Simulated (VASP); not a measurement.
The system is Ta.

```
Ta
1.0
     2.90037    0.00000    0.00000
    -1.45019    2.51180    0.00000
     0.00000    0.00000    5.16627
Ta
2
Cartesian
  0.0000 1.6745 1.2916
  1.4502 0.8373 3.8747
```

- Program: VASP 6.6.1
- Task: relaxation of cell and atoms
- Functional: LDA
- Potentials or basis: VASP PAW LDA potentials, release 64 (Ta_pv)
- Cutoff: 600 eV
- k mesh: 11 × 11 × 5
- Occupations: fermi-dirac, width 0.05 eV
- Spin: no spin polarisation

At the start: pressure -11.3 GPa; volume 18.82 Å³/atom.

Where does the relaxation end?

Over 8 steps the energy falls by 40.6 meV/atom and the volume is 17.75 Å³/atom (-5.7 %); space group P6_3/mmc (No. 194, to 0.05 Å).

The path:
```csv
step,energy change (eV),largest force (eV/Å),pressure (GPa),volume (Å³)
1,0.0000,0.0000,-11.34,37.64
2,0.4427,0.0000,39.31,30.83
3,-0.0807,0.0000,-0.82,35.62
4,-0.0811,0.0000,-0.07,35.50
5,-0.0811,0.0000,0.17,35.46
6,-0.0811,0.0000,-0.35,35.55
7,-0.0811,0.0000,-0.13,35.50
8,-0.0811,0.0000,-0.03,35.49
```

Final structure:
```yaml
crystal:
  lattice:
    - [2.83864, 0.00000, 0.00000]
    - [-1.41932, 2.45833, 0.00000]
    - [0.00000, 0.00000, 5.08609]
  atoms:
    - { symbol: Ta, position: [0.33333, 0.66667, 0.25000] }
    - { symbol: Ta, position: [0.66667, 0.33333, 0.75000] }
```
